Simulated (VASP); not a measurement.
A run of VASP 6.6.1:

INCAR

```
PREC = Accurate
ENCUT = 520
EDIFF = 1E-6
ISMEAR = -1
SIGMA = 0.05
LREAL = F
LASPH = T
NELM = 150
ALGO = Normal
ISIF = 2
LWAVE = F
LCHARG = F
ISPIN = 2
MAGMOM = 3
LORBIT = 11
LMAXMIX = 4
GGA = PS
NBANDS = 14
```

Contents of KPOINTS:

```
Automatic mesh
0
Gamma
  13 13 13
```

The input POSCAR:

```
Fe
1.0
    0.0000000000      1.9154967481      1.9385464314
    1.4781880421      0.0000000000      1.9385464314
    1.4781880421      1.9154967481      0.0000000000
Fe
1
Direct
    0.0000000000      0.0000000000      0.0000000000
```

Potentials or basis: VASP PAW PBE potentials, release 64 (Fe).

Launch:

```bash
$ cat potpaw_PBE.64/Fe/POTCAR > POTCAR
$ mpirun -np 1 vasp_std > vasp.out
```

Hardware: 1 thread of Intel(R) Xeon(R) Platinum 8488C (Sapphire Rapids), with other jobs on the host.

**Question.** Estimate the wall time of this run.

**Answer.** Wall time 57 s on 1 thread of Intel(R) Xeon(R) Platinum 8488C (Sapphire Rapids), on a shared host, peak memory 0.19 GiB. Counts: scf iterations 14, k points 343.
